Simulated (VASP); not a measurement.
# Al (P6_3/mmc) in VASP: further runs, part 2 of 2

VASP 6.6.1. The steps go on from the part before.

## Step 5: Single point, PBE+D3(BJ) (14.84 Å³/atom)

This run uses another cell than the first one, of 14.84 Å³/atom.

Contents of INCAR:

```
SYSTEM = Al
PREC = Accurate
ENCUT = 520
EDIFF = 1E-7
ISMEAR = 0
SIGMA = 0.15
LREAL = .False.
LASPH = .True.
NELM = 60
ALGO = Fast
ISIF = 2
LWAVE = .False.
LCHARG = .False.
GGA = PE
IVDW = 12
NBANDS = 14
```

Contents of KPOINTS:

```
Automatic mesh
0
Gamma
  18 18 6
  0 0 0
```

Contents of POSCAR:

```
Al
1.0
    2.7681813077      0.0000000000      0.0000000000
   -1.3840906538      2.3973153347      0.0000000000
    0.0000000000      0.0000000000      8.9442706233
Al
4
Direct
    0.0000000000      0.0000000000      0.0000000000
    0.3333333333      0.6666666667      0.2500000000
    0.0000000000      0.0000000000      0.5000000000
    0.6666666667      0.3333333333      0.7500000000
```

Potentials or basis: VASP PAW PBE potentials, release 64 (Al).

Launch:

```sh
> cat potpaw_PBE.64/Al/POTCAR > POTCAR
> mpirun -np 1 vasp_std > vasp.out
```

OUTCAR:

```text
SYSTEM = Al
   PREC = Accurate
   ENCUT = 520
   EDIFF = 1E-7
   ISMEAR = 0
   LREAL = .False.
   LASPH = .True.
   NELM = 60
   ISIF = 2
   GGA = PE
   IVDW = 12
 IVDW          = 12

 ion  position               nearest neighbor table
   1  0.000  0.000  0.000-   2 2.75   4 2.75   2 2.75   4 2.75   4 2.75   2 2.75
   2  0.333  0.667  0.250-   1 2.75   3 2.75   1 2.75   3 2.75   1 2.75   3 2.75
   3  0.000  0.000  0.500-   2 2.75   4 2.75   2 2.75   4 2.75   4 2.75   2 2.75
   4  0.667  0.333  0.750-   1 2.75   3 2.75   1 2.75   3 2.75   1 2.75   3 2.75

  LATTYP: Found a hexagonal cell.
 ALAT       =     2.7681813077
 C/A-ratio  =     3.2311000000

  Lattice vectors:

 A1 = (   2.7681813077,   0.0000000000,   0.0000000000)
 A2 = (  -1.3840906538,   2.3973153347,   0.0000000000)
 A3 = (   0.0000000000,   0.0000000000,   8.9442706233)

Analysis of symmetry for initial positions (statically):
=====================================================================
 Subroutine PRICEL returns:
 Original cell was already a primitive cell.

 Routine SETGRP: Setting up the symmetry group for a
 hexagonal supercell.

 Subroutine GETGRP returns: Found 24 space group operations
 (whereof 12 operations were pure point group operations)
 out of a pool of 24 trial point group operations.

The static configuration has the point symmetry D_3d.
 The point group associated with its full space group is D_6h.

Analysis of symmetry for dynamics (positions and initial velocities):
=====================================================================
 Subroutine PRICEL returns:
 Original cell was already a primitive cell.

 Routine SETGRP: Setting up the symmetry group for a
 hexagonal supercell.

 Subroutine GETGRP returns: Found 24 space group operations
 (whereof 12 operations were pure point group operations)
 out of a pool of 24 trial point group operations.

The dynamic configuration has the point symmetry D_3d.
 The point group associated with its full space group is D_6h.

[... 135 lines left out ...]
 Gauss-broadening in eV      SIGMA  =   0.15
  energy-cutoff  :      520.00
  volume of cell :       59.36
 maximum number of plane-waves:      1613
 NGX is ok and might be reduce to    24
   NGX = 11   NGY = 11   NGZ = 33

 number of electron      12.0000000 magnetization

 Free energy of the ion-electron system (eV)
  ---------------------------------------------------
  ext. energy  EPLUGINS =         0.00000000
  ---------------------------------------------------
  free energy    TOTEN  =       -14.73165831 eV

  energy without entropy =      -14.71573020  energy(sigma->0) =      -14.72369426

 E-fermi :   9.1390     XC(G=0): -10.5875

 val. band max:        9.1388103925   @ k =   0.2222   0.2222   0.3333
 cond. band min:       9.1511591940   @ k =   0.2222   0.2222   0.1667
 fundamental gap:      0.0123488016
 Fermi energy:         9.1390475979

 k-point     1 :       0.0000    0.0000    0.0000
  band No.  band energies     occupation
      1      -2.7369      2.00000
      2      -0.9026      2.00000
      3      -0.8988      2.00000
      4       4.1943      2.00000
      5       4.7603      2.00000
      6      13.0191      0.00000
      7      13.0357      0.00000
      8      20.4842      0.00000
      9      20.4842      0.00000
     10      20.5629      0.00000
     11      20.5629      0.00000
     12      21.5052      0.00000
     13      21.5491      0.00000
     14      21.6228      0.00000
[... 377 lines left out ...]
      1       2.4743      2.00000
      2       4.1970      2.00000
      3       4.2088      2.00000
      4       5.1702      2.00000
      5       6.9810      2.00000
      6       6.9911      2.00000
      7       9.1376      1.01068
      8       9.8616      0.00000
      9      11.5662      0.00000
     10      11.7564      0.00000
     11      13.1693      0.00000
     12      13.6595      0.00000
     13      14.0878      0.00000
     14      17.8927      0.00000

 [... further k-points ...]

------------------------ aborting loop because EDIFF is reached ----------------------------------------

 Edisp (eV)   -1.50235

 E8    (eV) :    -0.6729

  FORCE on cell =-STRESS in cart. coord.  units (eV):
  Direction    XX          YY          ZZ          XY          YZ          ZX
  --------------------------------------------------------------------------------------
  -------------------------------------------------------------------------------------
  Total       2.18074     2.18074     2.88578     0.00000     0.00000     0.00000
  in kB      58.86393    58.86393    77.89495     0.00000     0.00000     0.00000
  external pressure =       65.21 kB  Pullay stress =        0.00 kB

 VOLUME and BASIS-vectors are now :
 -----------------------------------------------------------------------------
  energy-cutoff  :      520.00
  volume of cell :       59.36
      direct lattice vectors                 reciprocal lattice vectors
     2.768181308  0.000000000  0.000000000     0.361248014  0.208566638  0.000000000
    -1.384090654  2.397315335  0.000000000     0.000000000  0.417133276  0.000000000
     0.000000000  0.000000000  8.944270623     0.000000000  0.000000000  0.111803415

 POSITION                                       TOTAL-FORCE (eV/Angst)
 -----------------------------------------------------------------------------------
      0.00000      0.00000      0.00000        -0.000000      0.000000     -0.000000
     -0.00000      1.59821      2.23607        -0.000000     -0.000000      0.000000
      0.00000      0.00000      4.47214         0.000000      0.000000     -0.000000
      1.38409      0.79911      6.70820         0.000000      0.000000      0.000000
 -----------------------------------------------------------------------------------
    total drift:                               -0.000000     -0.000000      0.000000

  FREE ENERGIE OF THE ION-ELECTRON SYSTEM (eV)
  ---------------------------------------------------
  free  energy   TOTEN  =       -16.2340041741 eV

  energy  without entropy=      -16.2180760712  energy(sigma->0) =      -16.22604012
```

stdout:

```text
POSCAR found type information on POSCAR Al
 POSCAR found :  1 types and       4 ions
 scaLAPACK will be used
 LDA part: xc-table for (Slater+PW92), standard interpolation
 POSCAR, INCAR and KPOINTS ok, starting setup
 FFT: planning ... GRIDC
 FFT: planning ... GRID_SOFT
 FFT: planning ... GRID
 WAVECAR not read
 entering main loop
```

Run time: 56 s. Hardware: 1 thread of Intel Xeon 6975P-C (Granite Rapids), shared host; peak memory 0.24 GiB.

What came out:

```yaml
Free_energy: -16.2340 eV
Pressure: 6.5 GPa
Band_gap_on_the_k_mesh: zero (bands 6 and 7 overlap by 5.88 eV)
Dispersion_energy_per_atom: -0.376 eV
```

Caveat: the cell stands under pressure.

## Step 6: Overview

| cell | gap on the mesh (eV) | pressure (GPa) |
| --- | --- | --- |
| a = 2.799, b = 2.799, c = 8.899 Å, angles 90.0, 90.0, 120.0°, 4 atoms | none | 4.7 |
| a = 2.797, b = 2.797, c = 8.612 Å, angles 90.0, 90.0, 120.0°, 4 atoms | none | 9.0 |
| a = 2.739, b = 2.739, c = 9.138 Å, angles 90.0, 90.0, 120.0°, 4 atoms | none | 6.6 |
| a = 2.768, b = 2.768, c = 8.944 Å, angles 90.0, 90.0, 120.0°, 4 atoms | none | 6.5 |

Alike in all rows: task single point; level PBE+D3(BJ); potentials or basis VASP PAW PBE potentials, release 64 (Al); no spin polarisation; k mesh 18 × 18 × 6; cutoff (eV) 520; smearing gaussian 0.15 eV.

Caveats: the cell stands under pressure.

Total energies depend on the potentials used, so only differences within one code and one set of settings carry meaning.
